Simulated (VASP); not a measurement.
Set up this calculation in VASP 6.6.1, as the native input.

```yaml
Task: single point
Functional: PBE
Potentials_or_basis: VASP PAW PBE potentials, release 64 (Li_sv, Cl)
Cutoff: 520 eV
k_mesh: 6 × 6 × 6
Occupations: gaussian, width 0.01 eV
Spin: no spin polarisation
Dipole_correction: no
Further_INCAR_settings: ALGO = Normal; EDIFF = 1e-07; NBANDS = 12
```

The structure of LiCl lies in POSCAR:

```
LiCl
1.0
    3.3135340004      0.0000000000      0.0000000000
    0.0000000000      3.3135340004      0.0000000000
    0.0000000000      0.0000000000      3.3135340004
Li Cl
1 1
Direct
    0.0000000000      0.0000000000      0.0000000000
    0.5000000000      0.5000000000      0.5000000000
```

This cell differs from its parent crystal: volume changed by +3%.

The input as run:

INCAR

```
SYSTEM = LiCl
PREC     = Accurate       ! precision mode
ENCUT    = 520            ! plane-wave cutoff, eV
EDIFF    = 1E-7           ! SCF threshold, eV
ISMEAR   = 0              ! smearing method
SIGMA    = 0.01           ! smearing width, eV
LREAL    = .FALSE.        ! projectors in reciprocal space
LASPH    = .TRUE.         ! aspherical terms in the spheres
NELM     = 80             ! most SCF steps
ALGO     = Normal         ! electronic algorithm
ISIF     = 2              ! what is computed and relaxed
LWAVE    = .FALSE.        ! write WAVECAR
LCHARG   = .TRUE.         ! write CHGCAR
GGA      = PE             ! functional
LELF     = .TRUE.         ! ELF
LVHAR    = .TRUE.       
NBANDS   = 12             ! bands
```

KPOINTS

```
regular mesh
0
G
  6 6 6
  0 0 0
```

Potentials or basis: VASP PAW PBE potentials, release 64 (Li_sv, Cl).

The run is started by

```bash
$ cat potpaw_PBE.64/Li_sv/POTCAR potpaw_PBE.64/Cl/POTCAR > POTCAR
$ mpirun -np 1 vasp_std > vasp.out
```

It gave:

- Band gap on the k mesh: 4.29 eV, indirect (least direct gap 5.05 eV)

Wall time 18 s on 1 thread of Intel Xeon 6975P-C, on a shared host, peak memory 0.15 GiB.
